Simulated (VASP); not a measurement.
# GaAs (P4_2/mmc) in VASP: density of states with PBE

Aim: the density of states of GaAs with PBE.

All numbers are computed with VASP 6.6.1; they aren't measurements. Logs are shortened: lines on timing, memory, paths and dates and some standing lists are left out, and cuts for length are marked.

## (1) The cell of the first run

It takes space group P4_2/mmc (No. 131, tetragonal). Conventional cell: a = 3.817 Å, b = 3.817 Å, c = 6.815 Å, α = 90.00°, β = 90.00°, γ = 90.00°. Within 3.4 Å of Ga (site symmetry mmm) lie 4 As at 2.56 Å. As (site symmetry -4m2) has 4 Ga at 2.56 Å within 3.4 Å.

## (2) Density of states, PBE

The input, POSCAR:

```
GaAs
1.0
    3.8169998741      0.0000000000      0.0000000000
    0.0000000000      3.8169998741      0.0000000000
    0.0000000000      0.0000000000      6.8150947862
Ga As
2 2
Direct
    0.0000000000      0.5000000000      0.0000000000
    0.5000000000      0.0000000000      0.5000000000
    0.5000000000      0.5000000000      0.2500000000
    0.5000000000      0.5000000000      0.7500000000
```

The input, INCAR.step1:

```
SYSTEM = GaAs
PREC = Accurate
ENCUT = 520
EDIFF = 1E-7
ISMEAR = 0
SIGMA = 0.1
LREAL = .FALSE.
LASPH = .TRUE.
NELM = 60
ALGO = Normal
ISIF = 2
LWAVE = .FALSE.
LCHARG = .TRUE.
GGA = PE
NBANDS = 26
```

The input, KPOINTS.step1:

```
regular mesh
0
G
  12 12 8
  0 0 0
```

The input, INCAR.step2:

```
SYSTEM = GaAs
PREC = Accurate
ENCUT = 520
EDIFF = 1E-7
ISMEAR = -5
SIGMA = 0.1
LREAL = .FALSE.
LASPH = .TRUE.
NELM = 60
ALGO = Normal
ISIF = 2
LWAVE = .FALSE.
LCHARG = .FALSE.
GGA = PE
LORBIT = 10
NEDOS = 2001
ICHARG = 11
```

The input, KPOINTS.step2:

```
regular mesh
0
G
  18 18 12
  0 0 0
```

Potentials or basis: VASP PAW PBE potentials, release 64 (Ga_d, As).

The run is started by

```
$ cat potpaw_PBE.64/Ga_d/POTCAR potpaw_PBE.64/As/POTCAR > POTCAR
$ cp INCAR.step1 INCAR
$ cp KPOINTS.step1 KPOINTS
$ mpirun -np 1 vasp_std > vasp.out
$ cp INCAR.step2 INCAR
$ cp KPOINTS.step2 KPOINTS
$ mpirun -np 1 vasp_std > vasp.out
```

OUTCAR:

```text
SYSTEM = GaAs
   PREC = Accurate
   ENCUT = 520
   EDIFF = 1E-7
   ISMEAR = -5
   LREAL = .FALSE.
   LASPH = .TRUE.
   NELM = 60
   ISIF = 2
   GGA = PE
   LORBIT = 10
   ICHARG = 11

 ion  position               nearest neighbor table
   1  0.000  0.500  0.000-   3 2.56   4 2.56   3 2.56   4 2.56
   2  0.500  0.000  0.500-   3 2.56   4 2.56   3 2.56   4 2.56
   3  0.500  0.500  0.250-   1 2.56   2 2.56   2 2.56   1 2.56
   4  0.500  0.500  0.750-   1 2.56   2 2.56   2 2.56   1 2.56

  LATTYP: Found a simple tetragonal cell.
 ALAT       =     3.8169998741
 C/A-ratio  =     1.7854584781

  Lattice vectors:

 A1 = (   3.8169998741,   0.0000000000,   0.0000000000)
 A2 = (   0.0000000000,   3.8169998741,   0.0000000000)
 A3 = (   0.0000000000,   0.0000000000,   6.8150947862)

Analysis of symmetry for initial positions (statically):
=====================================================================
 Subroutine PRICEL returns:
 Original cell was already a primitive cell.

 Routine SETGRP: Setting up the symmetry group for a
 simple tetragonal supercell.

 Subroutine GETGRP returns: Found 16 space group operations
 (whereof  8 operations were pure point group operations)
 out of a pool of 16 trial point group operations.

The static configuration has the point symmetry D_2h.
 The point group associated with its full space group is D_4h.

Analysis of symmetry for dynamics (positions and initial velocities):
=====================================================================
 Subroutine PRICEL returns:
 Original cell was already a primitive cell.

 Routine SETGRP: Setting up the symmetry group for a
 simple tetragonal supercell.

 Subroutine GETGRP returns: Found 16 space group operations
 (whereof  8 operations were pure point group operations)
 out of a pool of 16 trial point group operations.

The dynamic configuration has the point symmetry D_2h.
 The point group associated with its full space group is D_4h.

 Subroutine INISYM returns: Found 16 space group operations
 (whereof  8 operations are pure point group operations),
 and found     1 'primitive' translations

----------------------------------------------------------------------------------------

                                     Primitive cell

  volume of cell :      99.2924

  direct lattice vectors                    reciprocal lattice vectors
     3.816999874  0.000000000  0.000000000     0.261985861  0.000000000  0.000000000
     0.000000000  3.816999874  0.000000000     0.000000000  0.261985861  0.000000000
     0.000000000  0.000000000  6.815094786     0.000000000  0.000000000  0.146733102

  length of vectors
     3.816999874  3.816999874  6.815094786     0.261985861  0.261985861  0.146733102

  position of ions in fractional coordinates (direct lattice)
     0.000000000  0.500000000  0.000000000
     0.500000000  0.000000000  0.500000000
     0.500000000  0.500000000  0.250000000
     0.500000000  0.500000000  0.750000000

  ion indices of the primitive-cell ions
   primitive index   ion index
                 1           1
                 2           2
                 3           3
                 4           4

----------------------------------------------------------------------------------------

 KPOINTS: regular mesh

Automatic generation of k-mesh.
 Grid dimensions read from file:
 generate k-points for:   18   18   12

 Generating k-lattice:

  Cartesian coordinates                     Fractional coordinates (reciprocal lattice)
     0.014554770  0.000000000  0.000000000     0.055555556  0.000000000  0.000000000
     0.000000000  0.014554770  0.000000000     0.000000000  0.055555556  0.000000000
     0.000000000  0.000000000  0.012227759     0.000000000  0.000000000  0.083333333

  Length of vectors
     0.014554770  0.014554770  0.012227759

  Shift w.r.t. Gamma in fractional coordinates (k-lattice)
     0.000000000  0.000000000  0.000000000

 TETIRR: Found   5832 inequivalent tetrahedra from    23328

 Subroutine IBZKPT returns following result:
 ===========================================

 Found    385 irreducible k-points:

 Following reciprocal coordinates:
            Coordinates               Weight
  0.000000  0.000000  0.000000      1.000000
  0.055556  0.000000  0.000000      4.000000
  0.111111  0.000000  0.000000      4.000000
  0.166667  0.000000  0.000000      4.000000
  0.222222  0.000000  0.000000      4.000000
  0.277778  0.000000  0.000000      4.000000
[... 16 lines left out ...]
  0.277778  0.111111  0.000000      8.000000
  0.333333  0.111111  0.000000      8.000000
 [... further k-points ...]
   k-points           NKPTS =    385   k-points in BZ     NKDIM =    385   number of bands    NBANDS=     22
   number of dos      NEDOS =   2001   number of ions     NIONS =      4
   total plane-waves  NPLWV =  42336
   dimension x,y,z NGX =    28 NGY =   28 NGZ =   54
   dimension x,y,z NGXF=    56 NGYF=   56 NGZF=  108
   ions per type =               2   2
   NGX,Y,Z   is equivalent  to a cutoff of  12.20, 12.20, 13.17 a.u.
   NGXF,Y,Z  is equivalent  to a cutoff of  24.39, 24.39, 26.35 a.u.
 SYSTEM =  GaAs
   PREC   = accura    normal or accurate (medium, high low for compatibility)
   ISTART =      0    job   : 0-new  1-cont  2-samecut
   ICHARG =     11    charge: 1-file 2-atom 10-const
   ISPIN  =      1    spin polarized calculation?
   LNONCOLLINEAR =      F non collinear calculations
   LSORBIT =      F    spin-orbit coupling
   LASPH  =      T    aspherical Exc in radial PAW
   ENCUT  =  520.0 eV  38.22 Ry    6.18 a.u.   7.10  7.10 12.67*2*pi/ulx,y,z
   NELM   =     60;   NELMIN=  2; NELMDL=  0     # of ELM steps
   EDIFF  = 0.1E-06   stopping-criterion for ELM
   LREAL  =      F    real-space projection
   EDIFFG = 0.1E-05   stopping-criterion for IOM
   NSW    =      0    number of steps for IOM
   IBRION =     -1    ionic relax: 0-MD 1-quasi-New 2-CG
   NFREE  =      0    steps in history (QN), initial steepest desc. (CG)
   ISIF   =      2    stress and relaxation
   ISYM   =      2    0-nonsym 1-usesym 2-fastsym
   POTIM  = 0.5000    time-step for ionic-motion
   TEBEG  =    0.0;   TEEND  =   0.0 temperature during run
   PSTRESS=    0.0 pullay stress
   NELECT =      36.0000    total number of electrons
   NUPDOWN=      -1.0000    fix difference up-down
   EMIN   =  10.00;   EMAX   =-10.00  energy-range for DOS
   EFERMI =   0.00;   METHOD = LEGACY
   ISMEAR =    -5;   SIGMA  =   0.10  broadening in eV -4-tet -1-fermi 0-gaus
   EFERMI_NEDOS =   21; number of points for ismear=-14 and -15
   IALGO  =     38    algorithm
   IMIX   =      4    mixing-type and parameters
     AMIX     =   0.40;   BMIX     =  1.00
     AMIX_MAG =   1.60;   BMIX_MAG =  1.00
  volume/ion in A,a.u.               =      24.82       167.51
  Fermi-wavevector in a.u.,A,eV,Ry     =   1.167357  2.205984 18.540956  1.362722
  Thomas-Fermi vector in A             =   2.303858
   LORBIT       =     10    0 simple, 1 ext, 2 COOP (PROOUT), +10 PAW based schemes
   GGA     = PE    functional components
   LHFCALC =     F    Hartree Fock is set to
   AEXX    =    0.0000 exact exchange contribution
   IVDW    =     0    specifies the selected vdW correction
   LEPSILON=     F    determine dielectric tensor
   LRPA    =     F    only Hartree local field effects (RPA)
 non-spin polarized calculation
 Fermi weights with tetrahedron method with Bloechl corrections
  energy-cutoff  :      520.00
  volume of cell :       99.29
 maximum number of plane-waves:      2704

 number of electron      36.0000049 magnetization

 Free energy of the ion-electron system (eV)
  ---------------------------------------------------
  ext. energy  EPLUGINS =         0.00000000
  ---------------------------------------------------
  free energy    TOTEN  =       -14.36820612 eV

  energy without entropy =      -14.36820612  energy(sigma->0) =      -14.36820612

 E-fermi :   3.4820     XC(G=0):  -9.2926

 val. band max:        3.5719736891   @ k =   0.3889   0.0556   0.0000
 cond. band min:       3.3997508114   @ k =   0.3333   0.1667   0.1667
 fundamental gap:     -0.1722228777
 Fermi energy:         3.4820223149

 k-point     1 :       0.0000    0.0000    0.0000
  band No.  band energies     occupation
      1     -11.7436      2.00000
      2     -11.6644      2.00000
      3     -11.5866      2.00000
      4     -11.5866      2.00000
      5     -11.5714      2.00000
      6     -11.5687      2.00000
[... 14 lines left out ...]
     21       6.7051      0.00000
     22       6.7051      0.00000

 k-point     2 :       0.0556    0.0000    0.0000
  band No.  band energies     occupation
      1     -11.7415      2.00000
      2     -11.6637      2.00000
      3     -11.5878      2.00000
      4     -11.5864      2.00000
      5     -11.5717      2.00000
      6     -11.5690      2.00000
[... 14 lines left out ...]
     21       6.5379      0.00000
     22       6.7247      0.00000

 k-point     3 :       0.1111    0.0000    0.0000
  band No.  band energies     occupation
      1     -11.7358      2.00000
      2     -11.6616      2.00000
      3     -11.5918      2.00000
      4     -11.5857      2.00000
      5     -11.5726      2.00000
      6     -11.5703      2.00000
[... 14 lines left out ...]
     21       6.5742      0.00000
     22       6.7822      0.00000
[... 476 lines left out ...]
 k-point    23 :       0.2778    0.1111    0.0000
  band No.  band energies     occupation
      1     -11.6988      2.00000
      2     -11.6486      2.00000
      3     -11.6358      2.00000
      4     -11.5834      2.00000
      5     -11.5819      2.00000
      6     -11.5791      2.00000
[... 14 lines left out ...]
     21       6.1472      0.00000
     22       8.1965      0.00000

 k-point    24 :       0.3333    0.1111    0.0000
  band No.  band energies     occupation
      1     -11.6893      2.00000
      2     -11.6498      2.00000
      3     -11.6456      2.00000
      4     -11.5853      2.00000
      5     -11.5811      2.00000
      6     -11.5802      2.00000
[... 14 lines left out ...]
     21       6.2156      0.00000
     22       8.1618      0.00000

 [... further k-points ...]
[... 5 lines left out ...]
  --------------------------------------------------------------------------------------
  -------------------------------------------------------------------------------------
  Total       -0.0032640     -0.0032640      0.2015202      0.0000000      0.0000000      0.0000000
  in kB       -0.0526682     -0.0526682      3.2517195      0.0000000      0.0000000      0.0000000
  external PRESSURE =       1.0487944 kB  Pullay stress =       0.0000000 kB

 VOLUME and BASIS-vectors are now :
 -----------------------------------------------------------------------------
  energy-cutoff  :      520.00
  volume of cell :       99.29
      direct lattice vectors                 reciprocal lattice vectors
     3.816999874  0.000000000  0.000000000     0.261985861  0.000000000  0.000000000
     0.000000000  3.816999874  0.000000000     0.000000000  0.261985861  0.000000000
     0.000000000  0.000000000  6.815094786     0.000000000  0.000000000  0.146733102

 POSITION                                       TOTAL-FORCE (eV/Angst)
 -----------------------------------------------------------------------------------
      0.00000      1.90850      0.00000         0.000000      0.000000     -0.000000
      1.90850      0.00000      3.40755         0.000000      0.000000     -0.000000
      1.90850      1.90850      1.70377         0.000000      0.000000     -0.000000
      1.90850      1.90850      5.11132         0.000000      0.000000      0.000000
 -----------------------------------------------------------------------------------
    total drift:                               -0.000000      0.000000      0.000000

  FREE ENERGIE OF THE ION-ELECTRON SYSTEM (eV)
  ---------------------------------------------------
  free  energy   TOTEN  =       -14.3682061222 eV

  energy  without entropy=      -14.3682061222  energy(sigma->0) =      -14.36820612

 total charge

# of ion       s       p       d       tot
------------------------------------------
    1        0.938   0.644   9.971  11.553
    2        0.938   0.644   9.971  11.553
    3        1.277   1.419   0.033   2.730
    4        1.277   1.419   0.033   2.730
--------------------------------------------------
tot          4.429   4.126  20.009  28.564
```

Wall time 16 min (1 thread of Oxide Virtual Turin-like, shared host); peak memory 0.76 GiB.

Results:

```
Valence electrons inside the program's atomic spheres : Ga 11.55; As 2.73
```

Levels at points of the mesh, in eV from the Fermi level:
```csv
k point,band 14,band 15,band 16,band 17,band 18,band 19,band 20,band 21,band 22
"(0.00, 0.00, 0.00)",-1.86,-1.86,-1.51,-0.80,0.38,0.38,1.82,3.22,3.22
"(0.50, 0.00, 0.00)",-6.18,-3.69,-1.83,-1.22,0.34,0.77,0.85,3.96,4.10
"(0.50, 0.50, 0.00)",-6.29,-4.73,-3.11,-3.11,-0.92,0.59,0.59,1.20,1.46
"(0.00, 0.00, 0.50)",-5.19,-1.44,-1.44,-0.62,-0.62,1.08,1.08,3.63,3.63
"(0.50, 0.00, 0.50)",-4.57,-4.10,-3.25,-1.03,0.33,0.70,1.32,2.30,4.01
"(0.50, 0.50, 0.50)",-6.22,-3.51,-3.51,-2.25,-2.25,-0.17,-0.17,2.20,2.20
```

Caveat: tetrahedron occupations give inexact forces and stress in metals.
